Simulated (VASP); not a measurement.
Crystal: TiN.

```
CELL_PARAMETERS angstrom
0.00000 2.12000 2.12000
2.12000 0.00000 2.12000
2.12000 2.12000 0.00000
ATOMIC_POSITIONS crystal
Ti 0.00000 0.00000 0.00000
N 0.50000 0.50000 0.50000
```

Program: VASP 6.6.1. Alike in all runs: task single point; no spin polarisation; cell as given; k mesh 16 × 16 × 16; cutoff (eV) 520; smearing fermi-dirac 0.025 eV.

Task: Order these runs on this cell by their pressure, lowest first.
A. level LDA; potentials or basis VASP PAW LDA potentials, release 64 (Ti_sv, N)
B. level r2SCAN; potentials or basis VASP PAW PBE potentials, release 64 (Ti_sv, N)
C. level PBE; potentials or basis VASP PAW PBE potentials, release 64 (Ti_sv, N)

Result: A (-13.2 GPa), B (-0.1 GPa), C (1.8 GPa).

Caveats: the PAW data sets were made with another functional, which shifts forces and pressure a little (some runs).
